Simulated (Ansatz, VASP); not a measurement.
Two plane-wave programs on AlIn2N3

The input INCAR:

```
PREC     = Accurate       # precision mode
ENCUT    = 520            # plane-wave cutoff, eV
EDIFF    = 1E-6           # SCF threshold, eV
ISMEAR   = 0              # smearing method
SIGMA    = 0.1            # smearing width, eV
LREAL    = False          # projectors in reciprocal space
LASPH    = True           # aspherical terms in the spheres
NELM     = 150            # most SCF steps
ALGO     = Normal         # electronic algorithm
ISIF     = 2              # what is computed and relaxed
LWAVE    = False          # write WAVECAR
LCHARG   = False          # write CHGCAR
ISPIN    = 2              # spin polarisation
MAGMOM   = 0 0 0 1 1 1    # initial moments
LORBIT   = 11             # projections on sites
GGA      = PE             # functional
NBANDS   = 35             # bands
```

Contents of KPOINTS:

```
regular mesh
0
Gamma
  6 6 4
```

File POSCAR:

```
AlIn2N3
1.0
    5.0292303800      0.0000000000      0.0000000000
   -2.5146151900      4.3554412700      0.0000000000
    0.0000000000      0.0000000000      4.5016655400
Al In N
1 2 3
Direct
    0.0000000000      0.0000000000      0.5000000000
    0.6666666700      0.3333333300      0.5000000000
    0.3333333300      0.6666666700      0.0000000000
    0.2203279800      0.7796720200      0.5000000000
    0.2203279800      0.4406559700      0.5000000000
    0.5593440300      0.7796720200      0.5000000000
```

Input for Ansatz:

```yaml
crystal:
  lattice:
    - [5.02923038, 0.0, 0.0]
    - [-2.51461519, 4.35544127, 0.0]
    - [0.0, 0.0, 4.50166554]
  atoms:
    - { symbol: Al, position: [0.0, 0.0, 0.5] }
    - { symbol: In, position: [0.66666667, 0.33333333, 0.5] }
    - { symbol: In, position: [0.33333333, 0.66666667, 0.0] }
    - { symbol: "N", position: [0.22032798, 0.77967202, 0.5], spin: 1.0 }
    - { symbol: "N", position: [0.22032798, 0.44065597, 0.5], spin: 1.0 }
    - { symbol: "N", position: [0.55934403, 0.77967202, 0.5], spin: 1.0 }
basis:
  ecutwfc: 420
kpoints:
  mp_grid: { grid: [6, 6, 4] }
hamiltonian:
  xc: pbe
scf:
  occupations: { method: gaussian, width: 0.1 }
  lower_state_search: "off"
output:
  forces: true
  stress: true
  eigenvalues: true
  populations: true
magnetization:
  spin_polarized: true
```

Alike in both runs: task single point; functional PBE; k mesh 6 × 6 × 4; occupations gaussian, width 0.1 eV; collinear spin.

```csv
,VASP,Ansatz
version,VASP 6.6.1,Ansatz 0.2.0
potentials or method,"VASP PAW PBE potentials, release 64 (Al, In_d, N), cutoff 520 eV","scalar-relativistic, plane waves, PAW"
valence electrons in the cell,44,44
```

VASP gave:

| Property | Result |
| --- | --- |
| gap on the k mesh at the Fermi level (eV) | none |
| pressure (GPa) | 8.2 |
| traceless stress, the component that is largest in VASP (GPa) | 2.01 |
| rms of the force components (eV/Å) | 0.617 |
| net moment per atom (μB) | 0.00 |

Q: What did Ansatz give for the same quantities?

A: gap on the k mesh at the Fermi level (eV): none; pressure (GPa): 8.2; traceless stress, the component that is largest in VASP (GPa): 1.96; rms of the force components (eV/Å): 0.601; net moment per atom (μB): 0.00.

Atom by atom the forces differ by 0.016 eV/Å (rms over components). A gap of «none» marks a metal or a gap that the smearing closes. The functional is the same, so the differences come from potentials, cutoffs and numerics. Ansatz's warnings: seeded moment not kept.
